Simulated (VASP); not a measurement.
Crystal: Mo.

```
Mo
1.0
    -1.55696    1.55696    1.55696
     1.55696   -1.55696    1.55696
     1.55696    1.55696   -1.55696
Mo
1
Direct
  0.00000 0.00000 0.00000
```

```yaml
Program: VASP 6.6.1
Task: relaxation of cell and atoms
Functional: PBE
Potentials_or_basis: VASP PAW PBE potentials, release 64 (Mo_sv)
Cutoff: 640 eV
k_mesh: 16 × 16 × 16
Occupations: fermi-dirac, width 0.02 eV
Spin: non-collinear spin, zero start, spin-orbit coupling
Starting_moments: "[[0.0, 0.0, 0.0]] μB"
```

At the start: pressure 13.3 GPa; volume 15.10 Å³/atom.

Question: Where does the relaxation end?

Answer: Over 20 steps the energy falls by 28.8 meV/atom and the volume is 15.81 Å³/atom (+4.7 %); space group Im-3m (No. 229, to 0.1 Å) before and after; moment 0.00 μB per cell.

The path:
```csv
step,energy change (eV),largest force (eV/Å),pressure (GPa),volume (Å³)
1,0.0000,0.0000,13.26,15.10
2,0.1669,0.0000,-25.39,17.99
3,-0.0281,0.0000,-0.61,15.84
4,-0.0282,0.0000,-0.03,15.81
5,-0.0282,0.0000,0.21,15.80
6,-0.0282,0.0000,0.20,15.80
7,-0.0282,0.0000,0.16,15.80
8,-0.0282,0.0000,0.16,15.80
9,-0.0282,0.0000,0.16,15.80
10,-0.0282,0.0000,0.16,15.80
11,-0.0282,0.0000,0.16,15.80
12,-0.0282,0.0000,0.15,15.80
13,-0.0282,0.0000,0.14,15.80
14,-0.0282,0.0000,0.10,15.80
15,-0.0282,0.0000,0.03,15.81
16,-0.0282,0.0000,0.00,15.81
17,-0.0288,0.0000,0.03,15.81
18,-0.0288,0.0000,-0.08,15.81
19,-0.0288,0.0000,0.00,15.81
20,-0.0288,0.0000,0.00,15.81
```

Final structure:
```
Mo
1.0
    -1.58107    1.58107    1.58107
     1.58107   -1.58107    1.58107
     1.58107    1.58107   -1.58107
Mo
1
Direct
  0.00000 0.00000 0.00000
```
